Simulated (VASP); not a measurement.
A run of VASP 6.6.1 is set up as follows.

File INCAR:

```
SYSTEM = ZnSe
PREC     = Accurate       ! precision mode
ENCUT    = 520            ! plane-wave cutoff, eV
EDIFF    = 1E-6           ! SCF threshold, eV
ISMEAR   = 0              ! smearing method
SIGMA    = 0.05           ! smearing width, eV
LREAL    = .FALSE.        ! projectors in reciprocal space
LASPH    = .TRUE.         ! aspherical terms in the spheres
NELM     = 100            ! most SCF steps
ALGO     = Normal         ! electronic algorithm
ISIF     = 2              ! what is computed and relaxed
LWAVE    = .FALSE.        ! write WAVECAR
LCHARG   = .FALSE.        ! write CHGCAR
GGA      = PS             ! functional
NBANDS   = 26             ! bands
```

KPOINTS

```
regular mesh
0
G
  8 8 6
  0 0 0
```

File POSCAR:

```
ZnSe
1.0
    3.9625030235      0.0000000000      0.0000000000
    0.0000000000      3.9625030235      0.0000000000
    0.0000000000      0.0000000000      5.4412877586
Zn Se
2 2
Direct
    0.0000000000      0.0000000000      0.0000000000
    0.5000000000      0.5000000000      0.0000000000
    0.0000000000      0.5000000000      0.2862553369
    0.5000000000      0.0000000000      0.7137446631
```

Potentials or basis: VASP PAW PBE potentials, release 64 (Zn, Se).

The run is started by

```console
$ cat potpaw_PBE.64/Zn/POTCAR potpaw_PBE.64/Se/POTCAR > POTCAR
$ mpirun -np 1 vasp_std > vasp.out
```

(1) Estimate the pressure.

(2) Estimate the band gap on the k mesh.

Results:

(1) -0.1 GPa.

(2) 1.44 eV.

Caveat: the cell differs from its parent crystal (atoms shifted along a free coordinate); the PAW data sets were made with another functional, which shifts forces and pressure a little.
